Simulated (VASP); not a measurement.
# GaN (P6_3/mmc) in VASP: single point with PBE

Aim: the single point of GaN with PBE.

All numbers are computed with VASP 6.6.1; they aren't measurements. Logs are shortened: lines on timing, memory, paths and dates and some standing lists are left out, and cuts for length are marked.

### Step 1. The cell of the first run

It takes space group P6_3/mmc (No. 194, hexagonal). The conventional cell has a = 3.300 Å, b = 3.300 Å, c = 4.756 Å, α = 90.00°, β = 90.00°, γ = 120.00°. Ga (site symmetry -6m2) has 5 N at 1.91 to 2.38 Å within 2.5 Å. Within 2.5 Å of N (site symmetry -6m2) lie 5 Ga at 1.91 to 2.38 Å.

### Step 2. Single point, PBE, non-collinear spin, zero start, spin-orbit coupling

INCAR reads:

```
ALGO     = Normal         # electronic algorithm
EDIFF    = 1E-7           # SCF threshold, eV
ENCUT    = 520            # plane-wave cutoff, eV
GGA      = PE             # functional
GGA_COMPAT= F            
ISIF     = 2              # what is computed and relaxed
ISMEAR   = 0              # smearing method
LASPH    = T              # aspherical terms in the spheres
LCHARG   = T              # write CHGCAR
LNONCOLLINEAR= T              # non-collinear magnetism
LORBIT   = 11             # projections on sites
LORBMOM  = T            
LREAL    = F              # projectors in reciprocal space
LSORBIT  = T              # spin-orbit coupling
LVHAR    = T            
LWAVE    = F              # write WAVECAR
MAGMOM   = 0 0 0 0 0 0 0 0 0 0 0 0 # initial moments
NBANDS   = 50             # bands
NELM     = 150            # most SCF steps
PREC     = Accurate       # precision mode
SIGMA    = 0.01           # smearing width, eV
```

KPOINTS reads:

```
k-points
0
Gamma
  12 12 6
```

POSCAR reads:

```
GaN
1.0
    3.3000348257      0.0000000000      0.0000000000
   -1.6500174128      2.8579139924      0.0000000000
    0.0000000000      0.0000000000      4.7558746756
Ga N
2 2
Direct
    0.3333333333      0.6666666667      0.2500000000
    0.6666666667      0.3333333333      0.7500000000
    0.6666666667      0.3333333333      0.2500000000
    0.3333333333      0.6666666667      0.7500000000
```

Potentials or basis: VASP PAW PBE potentials, release 64 (Ga_d, N).

Started as:

```
$ cat potpaw_PBE.64/Ga_d/POTCAR potpaw_PBE.64/N/POTCAR > POTCAR
$ mpirun -np 1 vasp_ncl > vasp.out
```

OUTCAR:

```text
EDIFF = 1E-7
   ENCUT = 520
   GGA = PE
   ISIF = 2
   ISMEAR = 0
   LASPH = T
   LNONCOLLINEAR = T
   LORBIT = 11
   LREAL = F
   LSORBIT = T
   NELM = 150
   PREC = Accurate

 ion  position               nearest neighbor table
   1  0.333  0.667  0.250-   3 1.91   3 1.91   3 1.91
   2  0.667  0.333  0.750-   4 1.91   4 1.91   4 1.91
   3  0.667  0.333  0.250-   1 1.91   1 1.91   1 1.91
   4  0.333  0.667  0.750-   2 1.91   2 1.91   2 1.91

  LATTYP: Found a hexagonal cell.
 ALAT       =     3.3000348257
 C/A-ratio  =     1.4411589352

  Lattice vectors:

 A1 = (   3.3000348257,   0.0000000000,   0.0000000000)
 A2 = (  -1.6500174128,   2.8579139924,   0.0000000000)
 A3 = (   0.0000000000,   0.0000000000,   4.7558746756)

Analysis of symmetry for initial positions (statically):
=====================================================================
 Subroutine PRICEL returns:
 Original cell was already a primitive cell.

 Routine SETGRP: Setting up the symmetry group for a
 hexagonal supercell.

 Subroutine GETGRP returns: Found 24 space group operations
 (whereof 12 operations were pure point group operations)
 out of a pool of 24 trial point group operations.

The static configuration has the point symmetry D_3d.
 The point group associated with its full space group is D_6h.

Analysis of symmetry for dynamics (positions and initial velocities):
=====================================================================
 Subroutine PRICEL returns:
 Original cell was already a primitive cell.

 Routine SETGRP: Setting up the symmetry group for a
 hexagonal supercell.

 Subroutine GETGRP returns: Found 24 space group operations
 (whereof 12 operations were pure point group operations)
 out of a pool of 24 trial point group operations.

The dynamic configuration has the point symmetry D_3d.
 The point group associated with its full space group is D_6h.

Analysis of structural, dynamic, and magnetic symmetry:
=====================================================================
 Subroutine PRICEL returns:
 Original cell was already a primitive cell.

 Routine SETGRP: Setting up the symmetry group for a
 hexagonal supercell.

 Subroutine GETGRP returns: Found 24 space group operations
 (whereof 12 operations were pure point group operations)
 out of a pool of 24 trial point group operations.

The overall configuration has the point symmetry D_3d.
 The point group associated with its full space group is D_6h.

 Subroutine INISYM returns: Found 24 space group operations
 (whereof 12 operations are pure point group operations),
 and found     1 'primitive' translations

----------------------------------------------------------------------------------------

                                     Primitive cell

  volume of cell :      44.8537

  direct lattice vectors                    reciprocal lattice vectors
     3.300034826  0.000000000  0.000000000     0.303027105  0.174952781  0.000000000
    -1.650017413  2.857913992  0.000000000     0.000000000  0.349905561  0.000000000
     0.000000000  0.000000000  4.755874676     0.000000000  0.000000000  0.210266264

  length of vectors
     3.300034826  3.300034826  4.755874676     0.349905561  0.349905561  0.210266264

  position of ions in fractional coordinates (direct lattice)
     0.333333333  0.666666667  0.250000000
     0.666666667  0.333333333  0.750000000
     0.666666667  0.333333333  0.250000000
     0.333333333  0.666666667  0.750000000

  ion indices of the primitive-cell ions
   primitive index   ion index
                 1           1
                 2           2
                 3           3
                 4           4

----------------------------------------------------------------------------------------

 KPOINTS: k-points

Automatic generation of k-mesh.
 Grid dimensions read from file:
 generate k-points for:   12   12    6

 Generating k-lattice:
[... 110 lines left out ...]
  ext. energy  EPLUGINS =         0.00000000
  ---------------------------------------------------
  free energy    TOTEN  =       -23.36656461 eV

  energy without entropy =      -23.36656461  energy(sigma->0) =      -23.36656461

 E-fermi :   6.2551     XC(G=0): -11.8003

 val. band max:        6.1324067867   @ k =   0.0000   0.0000   0.0000
 cond. band min:       7.5945459635   @ k =   0.0000   0.0000   0.0000
 fundamental gap:      1.4621391768
 Fermi energy:         6.2550780312

 k-point     1 :       0.0000    0.0000    0.0000
  band No.  band energies     occupation
      1     -10.6020      1.00000
      2     -10.6020      1.00000
      3      -9.6803      1.00000
      4      -9.6803      1.00000
      5      -8.2849      1.00000
      6      -8.2849      1.00000
[... 1213 lines left out ...]
     47      16.1871      0.00000
     48      16.1871      0.00000

 [... further k-points ...]

 [bands above 48 left out]

------------------------ aborting loop because EDIFF is reached ----------------------------------------

  FORCE on cell =-STRESS in cart. coord.  units (eV):
  Direction    XX          YY          ZZ          XY          YZ          ZX
  --------------------------------------------------------------------------------------
  -------------------------------------------------------------------------------------
  Total        1.9551991      1.9551991      1.4342982      0.0000000      0.0000000     -0.0000000
  in kB       69.8398802     69.8398802     51.2332554      0.0000000      0.0000000     -0.0000000
  external PRESSURE =      63.6376719 kB  Pullay stress =       0.0000000 kB

 VOLUME and BASIS-vectors are now :
 -----------------------------------------------------------------------------
  energy-cutoff  :      520.00
  volume of cell :       44.85
      direct lattice vectors                 reciprocal lattice vectors
     3.300034826  0.000000000  0.000000000     0.303027105  0.174952781  0.000000000
    -1.650017413  2.857913992  0.000000000     0.000000000  0.349905561  0.000000000
     0.000000000  0.000000000  4.755874676     0.000000000  0.000000000  0.210266264

 POSITION                                       TOTAL-FORCE (eV/Angst)
 -----------------------------------------------------------------------------------
     -0.00000      1.90528      1.18897        -0.000000      0.000000      0.000000
      1.65002      0.95264      3.56691         0.000000     -0.000000     -0.000000
      1.65002      0.95264      1.18897        -0.000000     -0.000000      0.000000
     -0.00000      1.90528      3.56691        -0.000000      0.000000      0.000000
 -----------------------------------------------------------------------------------
    total drift:                                0.000000      0.000000      0.000000

  FREE ENERGIE OF THE ION-ELECTRON SYSTEM (eV)
  ---------------------------------------------------
  free  energy   TOTEN  =       -23.3665646094 eV

  energy  without entropy=      -23.3665646094  energy(sigma->0) =      -23.36656461

 orbital moment (x)

 # of ion     p       d       tot
 ----------------------------------------
  1        -0.000   0.000  -0.000
  2        -0.000   0.000   0.000
  3         0.000   0.000   0.000
  4         0.000   0.000   0.000
 ----------------------------------------
           -0.000   0.000  -0.000

 orbital moment (y)

 # of ion     p       d       tot
 ----------------------------------------
  1        -0.000   0.000   0.000
  2        -0.000  -0.000  -0.000
  3        -0.000   0.000  -0.000
  4        -0.000   0.000  -0.000
 ----------------------------------------
           -0.000  -0.000  -0.000

 orbital moment (z)

 # of ion     p       d       tot
 ----------------------------------------
  1        -0.000  -0.000  -0.000
  2        -0.000  -0.000  -0.000
  3         0.000   0.000   0.000
  4         0.000   0.000   0.000
 ----------------------------------------
           -0.000  -0.000  -0.000

 Spin-Orbit-Coupling matrix elements

 Ion:    1  E_soc:     -0.0104084
 l=   1
     0.0000000    -0.0008697    -0.0010417
    -0.0008697     0.0000000    -0.0008697
    -0.0010417    -0.0008697     0.0000000
 l=   2
     0.0000000    -0.0001627     0.0000000    -0.0001627    -0.0006676
    -0.0001627     0.0000000    -0.0004718    -0.0001610    -0.0001627
     0.0000000    -0.0004718     0.0000000    -0.0004718     0.0000000
    -0.0001627    -0.0001610    -0.0004718     0.0000000    -0.0001627
    -0.0006676    -0.0001627     0.0000000    -0.0001627     0.0000000
 l=   3
     0.0000000     0.0000000     0.0000000     0.0000000     0.0000000     0.0000000     0.0000000
     0.0000000     0.0000000     0.0000000     0.0000000     0.0000000     0.0000000     0.0000000
     0.0000000     0.0000000     0.0000000     0.0000000     0.0000000     0.0000000     0.0000000
     0.0000000     0.0000000     0.0000000     0.0000000     0.0000000     0.0000000     0.0000000
[... 49 lines left out ...]
 l=   2
     0.0000000     0.0000000     0.0000000     0.0000000     0.0000000
     0.0000000     0.0000000     0.0000000     0.0000000     0.0000000
     0.0000000     0.0000000     0.0000000     0.0000000     0.0000000
     0.0000000     0.0000000     0.0000000     0.0000000     0.0000000
     0.0000000     0.0000000     0.0000000     0.0000000     0.0000000
 l=   3
     0.0000000     0.0000000     0.0000000     0.0000000     0.0000000     0.0000000     0.0000000
     0.0000000     0.0000000     0.0000000     0.0000000     0.0000000     0.0000000     0.0000000
     0.0000000     0.0000000     0.0000000     0.0000000     0.0000000     0.0000000     0.0000000
     0.0000000     0.0000000     0.0000000     0.0000000     0.0000000     0.0000000     0.0000000
     0.0000000     0.0000000     0.0000000     0.0000000     0.0000000     0.0000000     0.0000000
     0.0000000     0.0000000     0.0000000     0.0000000     0.0000000     0.0000000     0.0000000
     0.0000000     0.0000000     0.0000000     0.0000000     0.0000000     0.0000000     0.0000000

 total charge

# of ion       s       p       d       tot
------------------------------------------
    1        0.778   0.846  10.185  11.808
    2        0.778   0.846  10.185  11.808
    3        1.231   2.522   0.000   3.752
    4        1.231   2.522   0.000   3.752
--------------------------------------------------
tot          4.017   6.735  20.370  31.122

 magnetization (x)

# of ion       s       p       d       tot
------------------------------------------
    1       -0.000   0.000   0.000  -0.000
    2       -0.000   0.000   0.000  -0.000
    3        0.000   0.000   0.000   0.000
    4        0.000   0.000   0.000   0.000
--------------------------------------------------
tot         -0.000   0.000   0.000  -0.000

 magnetization (y)

# of ion       s       p       d       tot
------------------------------------------
    1        0.000  -0.000  -0.000  -0.000
    2        0.000   0.000  -0.000   0.000
    3        0.000   0.000   0.000   0.000
    4        0.000   0.000   0.000   0.000
--------------------------------------------------
tot          0.000   0.000  -0.000  -0.000

 magnetization (z)

# of ion       s       p       d       tot
------------------------------------------
    1        0.000   0.000   0.000   0.000
    2        0.000   0.000   0.000   0.000
    3        0.000   0.000   0.000   0.000
    4        0.000   0.000   0.000   0.000
--------------------------------------------------
tot          0.000   0.000   0.000   0.000
```

Wall time 13 min (1 thread of Intel Xeon 8259CL, shared host); peak memory 0.44 GiB.

Results:

| Property | Result |
| --- | --- |
| Free energy | -23.3666 eV |
| Pressure | 6.4 GPa |
| Net moment | 0.00 μB per cell |
| Valence electrons inside the program's atomic spheres | Ga 11.81; N 3.75 |

Moments on the atoms (μB; x, y, z):
```
Ga  0.00 0.00 0.00
Ga  0.00 0.00 0.00
N   0.00 0.00 0.00
N   0.00 0.00 0.00
```

Caveat: the cell stands under pressure.
